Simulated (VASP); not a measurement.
# C (R-3m) in VASP: further runs

Runs on C. Level: PBE. Tasks: single point.

Everything below comes from runs of VASP 6.6.1. Logs are shortened: lines on timing, memory, paths and dates and some standing lists are left out, and cuts for length are marked.

### Step 1. The cell of the first run

It takes space group R-3m (No. 166, trigonal). Conventional cell: a = 2.456 Å, b = 2.456 Å, c = 10.041 Å, α = 90.00°, β = 90.00°, γ = 120.00°. C (site symmetry 3m) has 3 C at 1.42 Å within 1.9 Å.

### Step 2. Single point, PBE

The input, INCAR:

```
SYSTEM = C
  ALGO = Normal
  EDIFF = 1E-7
  ENCUT = 520
  GGA = PE
  ISIF = 2
  ISMEAR = -1
  LASPH = .True.
  LCHARG = .False.
  LREAL = .False.
  LWAVE = .False.
  NBANDS = 11
  NELM = 60
  PREC = Accurate
  SIGMA = 0.3
```

The input, KPOINTS:

```
k-points
0
Gamma
  11 11 11
  0 0 0
```

The input, POSCAR:

```
C
1.0
    1.2280263500      0.7090013400      3.3470108400
   -1.2280263500      0.7090013400      3.3470108400
    0.0000000000     -1.4180026800      3.3470108400
C
2
Direct
    0.1640000000      0.1640000000      0.1640000000
    0.8360000000      0.8360000000      0.8360000000
```

Potentials or basis: VASP PAW PBE potentials, release 64 (C).

Launch:

```
> cat potpaw_PBE.64/C/POTCAR > POTCAR
> mpirun -np 1 vasp_std > vasp.out
```

OUTCAR:

```text
SYSTEM = C
   EDIFF = 1E-7
   ENCUT = 520
   GGA = PE
   ISIF = 2
   ISMEAR = -1
   LASPH = .True.
   LREAL = .False.
   NELM = 60
   PREC = Accurate

 ion  position               nearest neighbor table
   1  0.164  0.164  0.164-   2 1.42   2 1.42   2 1.42
   2  0.836  0.836  0.836-   1 1.42   1 1.42   1 1.42

  LATTYP: Found a trigonal (rhomboedric) cell.
 ALAT       =     3.6349983741
 COS(alpha) =     0.7717362619

  Lattice vectors:

 A1 = (   1.2280263500,   0.7090013400,   3.3470108400)
 A2 = (  -1.2280263500,   0.7090013400,   3.3470108400)
 A3 = (   0.0000000000,  -1.4180026800,   3.3470108400)

Analysis of symmetry for initial positions (statically):
=====================================================================
 Subroutine PRICEL returns:
 Original cell was already a primitive cell.

 Routine SETGRP: Setting up the symmetry group for a
 trigonal (rhombohedral) supercell.

 Subroutine GETGRP returns: Found 12 space group operations
 (whereof 12 operations were pure point group operations)
 out of a pool of 12 trial point group operations.

The static configuration has the point symmetry D_3d.

Analysis of symmetry for dynamics (positions and initial velocities):
=====================================================================
 Subroutine PRICEL returns:
 Original cell was already a primitive cell.

 Routine SETGRP: Setting up the symmetry group for a
 trigonal (rhombohedral) supercell.

 Subroutine GETGRP returns: Found 12 space group operations
 (whereof 12 operations were pure point group operations)
 out of a pool of 12 trial point group operations.

The dynamic configuration has the point symmetry D_3d.

 Subroutine INISYM returns: Found 12 space group operations
 (whereof 12 operations are pure point group operations),
 and found     1 'primitive' translations

----------------------------------------------------------------------------------------

                                     Primitive cell

  volume of cell :      17.4849

  direct lattice vectors                    reciprocal lattice vectors
     1.228026350  0.709001340  3.347010840     0.407157387  0.235072428  0.099591352
    -1.228026350  0.709001340  3.347010840    -0.407157387  0.235072428  0.099591352
     0.000000000 -1.418002680  3.347010840     0.000000000 -0.470144857  0.099591352

  length of vectors
     3.634998374  3.634998374  3.634998372     0.480577384  0.480577384  0.480577386

  position of ions in fractional coordinates (direct lattice)
     0.164000000  0.164000000  0.164000000
     0.836000000  0.836000000  0.836000000

  ion indices of the primitive-cell ions
   primitive index   ion index
                 1           1
                 2           2

----------------------------------------------------------------------------------------

 KPOINTS: k-points

Automatic generation of k-mesh.
 Grid dimensions read from file:
 generate k-points for:   11   11   11

 Generating k-lattice:

  Cartesian coordinates                     Fractional coordinates (reciprocal lattice)
     0.037014308  0.021370221  0.009053759     0.090909091  0.000000000  0.000000000
    -0.037014308  0.021370221  0.009053759     0.000000000  0.090909091  0.000000000
     0.000000000 -0.042740442  0.009053759     0.000000000  0.000000000  0.090909091

  Length of vectors
     0.043688853  0.043688853  0.043688853

  Shift w.r.t. Gamma in fractional coordinates (k-lattice)
     0.000000000  0.000000000  0.000000000

 Subroutine IBZKPT returns following result:
 ===========================================

 Found    146 irreducible k-points:

 Following reciprocal coordinates:
            Coordinates               Weight
  0.000000  0.000000  0.000000      1.000000
  0.090909 -0.000000 -0.000000      6.000000
  0.181818  0.000000  0.000000      6.000000
  0.272727  0.000000  0.000000      6.000000
  0.363636 -0.000000 -0.000000      6.000000
  0.454545 -0.000000 -0.000000      6.000000
[... 16 lines left out ...]
 -0.272727  0.181818 -0.000000     12.000000
 -0.181818  0.181818  0.000000      6.000000
 [... further k-points ...]
   k-points           NKPTS =    146   k-points in BZ     NKDIM =    146   number of bands    NBANDS=     11
   number of dos      NEDOS =    301   number of ions     NIONS =      2
   total plane-waves  NPLWV =  21952
   dimension x,y,z NGX =    28 NGY =   28 NGZ =   28
   dimension x,y,z NGXF=    56 NGYF=   56 NGZF=   56
   ions per type =               2
   NGX,Y,Z   is equivalent  to a cutoff of  12.81, 12.81, 12.81 a.u.
   NGXF,Y,Z  is equivalent  to a cutoff of  25.61, 25.61, 25.61 a.u.
 SYSTEM =  C
   PREC   = accura    normal or accurate (medium, high low for compatibility)
   ISTART =      0    job   : 0-new  1-cont  2-samecut
   ICHARG =      2    charge: 1-file 2-atom 10-const
   ISPIN  =      1    spin polarized calculation?
   LNONCOLLINEAR =      F non collinear calculations
   LSORBIT =      F    spin-orbit coupling
   LASPH  =      T    aspherical Exc in radial PAW
   ENCUT  =  520.0 eV  38.22 Ry    6.18 a.u.   6.76  6.76  6.76*2*pi/ulx,y,z
   NELM   =     60;   NELMIN=  2; NELMDL= -5     # of ELM steps
   EDIFF  = 0.1E-06   stopping-criterion for ELM
   LREAL  =      F    real-space projection
   EDIFFG = 0.1E-05   stopping-criterion for IOM
   NSW    =      0    number of steps for IOM
   IBRION =     -1    ionic relax: 0-MD 1-quasi-New 2-CG
   NFREE  =      0    steps in history (QN), initial steepest desc. (CG)
   ISIF   =      2    stress and relaxation
   ISYM   =      2    0-nonsym 1-usesym 2-fastsym
   POTIM  = 0.5000    time-step for ionic-motion
   TEBEG  =    0.0;   TEEND  =   0.0 temperature during run
   PSTRESS=    0.0 pullay stress
   NELECT =       8.0000    total number of electrons
   NUPDOWN=      -1.0000    fix difference up-down
   EMIN   =  10.00;   EMAX   =-10.00  energy-range for DOS
   EFERMI =   0.00;   METHOD = LEGACY
   ISMEAR =    -1;   SIGMA  =   0.30  broadening in eV -4-tet -1-fermi 0-gaus
   EFERMI_NEDOS =   21; number of points for ismear=-14 and -15
   IALGO  =     38    algorithm
   IMIX   =      4    mixing-type and parameters
     AMIX     =   0.40;   BMIX     =  1.00
     AMIX_MAG =   1.60;   BMIX_MAG =  1.00
  volume/ion in A,a.u.               =       8.74        59.00
  Fermi-wavevector in a.u.,A,eV,Ry     =   1.261490  2.383870 21.651724  1.591357
  Thomas-Fermi vector in A             =   2.394946
   LORBIT       =      0    0 simple, 1 ext, 2 COOP (PROOUT), +10 PAW based schemes
   GGA     = PE    functional components
   LHFCALC =     F    Hartree Fock is set to
   AEXX    =    0.0000 exact exchange contribution
   IVDW    =     0    specifies the selected vdW correction
   LEPSILON=     F    determine dielectric tensor
   LRPA    =     F    only Hartree local field effects (RPA)
 non-spin polarized calculation
  energy-cutoff  :      520.00
  volume of cell :       17.48
 maximum number of plane-waves:       483
   NGX = 13   NGY = 13   NGZ = 13

 number of electron       8.0000000 magnetization

 Free energy of the ion-electron system (eV)
  ---------------------------------------------------
  ext. energy  EPLUGINS =         0.00000000
  ---------------------------------------------------
  free energy    TOTEN  =       -18.40212302 eV

  energy without entropy =      -18.38254333  energy(sigma->0) =      -18.39233317

 E-fermi :   4.7757     XC(G=0): -10.3647

 val. band max:        4.3563099171   @ k =  -0.1818   0.4545   0.0909
 cond. band min:       5.3123833074   @ k =  -0.1818   0.4545   0.0909
 fundamental gap:      0.9560733904
 Fermi energy:         4.7756922001

 k-point     1 :       0.0000    0.0000    0.0000
  band No.  band energies     occupation
      1     -14.9706      2.00000
      2      -1.8335      2.00000
      3       1.7960      1.99990
      4       1.7960      1.99990
      5       8.9567      0.00000
      6      13.2017      0.00000
      7      13.2017      0.00000
      8      16.2964      0.00000
      9      17.6562      0.00000
     10      27.6329      0.00000
     11      30.6943      0.00000

 k-point     2 :       0.0909   -0.0000   -0.0000
  band No.  band energies     occupation
      1     -14.7693      2.00000
      2      -1.6308      2.00000
      3       1.0244      1.99999
      4       1.3956      1.99997
      5       9.2347      0.00000
      6      13.2912      0.00000
      7      14.0289      0.00000
      8      15.6179      0.00000
      9      18.0139      0.00000
     10      28.2574      0.00000
     11      29.1214      0.00000

 k-point     3 :       0.1818    0.0000    0.0000
  band No.  band energies     occupation
      1     -14.1689      2.00000
      2      -1.0583      2.00000
      3      -0.8414      2.00000
      4       0.4944      2.00000
      5      10.0400      0.00000
      6      13.2145      0.00000
      7      13.9284      0.00000
      8      16.1778      0.00000
      9      19.1124      0.00000
     10      26.2685      0.00000
     11      28.4802      0.00000

 k-point     4 :       0.2727    0.0000    0.0000
  band No.  band energies     occupation
      1     -13.1791      2.00000
      2      -3.2455      2.00000
      3      -0.4491      2.00000
      4      -0.0336      2.00000
      5      10.7385      0.00000
      6      12.2104      0.00000
      7      13.0367      0.00000
      8      19.0681      0.00000
      9      20.3905      0.00000
     10      24.2087      0.00000
     11      26.8042      0.00000
[... 239 lines left out ...]
 k-point    22 :      -0.3636    0.1818    0.0000
  band No.  band energies     occupation
      1      -9.6752      2.00000
      2      -7.3922      2.00000
      3      -3.6438      2.00000
      4       3.3431      1.98327
      5       6.3968      0.00896
      6      15.4828      0.00000
      7      15.6713      0.00000
      8      17.0912      0.00000
      9      20.4609      0.00000
     10      24.3951      0.00000
     11      28.0104      0.00000

 k-point    23 :      -0.2727    0.1818   -0.0000
  band No.  band energies     occupation
      1     -11.2889      2.00000
      2      -5.3659      2.00000
      3      -3.1758      2.00000
      4       2.1045      1.99973
      5       8.0897      0.00003
      6      13.6466      0.00000
      7      15.6789      0.00000
      8      17.9761      0.00000
      9      18.9460      0.00000
     10      25.7886      0.00000
     11      26.9569      0.00000

 k-point    24 :      -0.1818    0.1818    0.0000
  band No.  band energies     occupation
      1     -12.6197      2.00000
      2      -3.4899      2.00000
      3      -2.0942      2.00000
      4       0.7668      2.00000
      5      10.0595      0.00000
      6      12.0893      0.00000
      7      15.4356      0.00000
      8      16.8140      0.00000
      9      20.1512      0.00000
     10      23.9384      0.00000
     11      28.1811      0.00000

 [... further k-points ...]
[... 5 lines left out ...]
  --------------------------------------------------------------------------------------
  -------------------------------------------------------------------------------------
  Total        0.6367287      0.6367287      0.3253396      0.0000000     -0.0000000      0.0000000
  in kB       58.3447670     58.3447664     29.8115359      0.0000000     -0.0000000      0.0000000
  external PRESSURE =      48.8336898 kB  Pullay stress =       0.0000000 kB

 VOLUME and BASIS-vectors are now :
 -----------------------------------------------------------------------------
  energy-cutoff  :      520.00
  volume of cell :       17.48
      direct lattice vectors                 reciprocal lattice vectors
     1.228026350  0.709001340  3.347010840     0.407157387  0.235072428  0.099591352
    -1.228026350  0.709001340  3.347010840    -0.407157387  0.235072428  0.099591352
     0.000000000 -1.418002680  3.347010840     0.000000000 -0.470144857  0.099591352

 POSITION                                       TOTAL-FORCE (eV/Angst)
 -----------------------------------------------------------------------------------
      0.00000      0.00000      1.64673         0.000000      0.000000      0.864686
      0.00000      0.00000      8.39430         0.000000     -0.000000     -0.864686
 -----------------------------------------------------------------------------------
    total drift:                                0.000000     -0.000000      0.000000

  FREE ENERGIE OF THE ION-ELECTRON SYSTEM (eV)
  ---------------------------------------------------
  free  energy   TOTEN  =       -18.4021230201 eV

  energy  without entropy=      -18.3825433259  energy(sigma->0) =      -18.39233317
```

It took 22 s on 1 thread of Intel Xeon 6975P-C (Granite Rapids), shared host; peak memory 0.15 GiB.

Results:

```
Free energy            : -18.4021 eV
Pressure               : 4.9 GPa
Largest force          : 0.865 eV/Å
Band gap on the k mesh : 0.96 eV, direct
```

Forces in eV/Å, atoms in the order of the input:
```
C    0.000  0.000  0.865
C    0.000  0.000 -0.865
```

A k mesh can miss the band edges.

(Continued in part 2 of 2.)
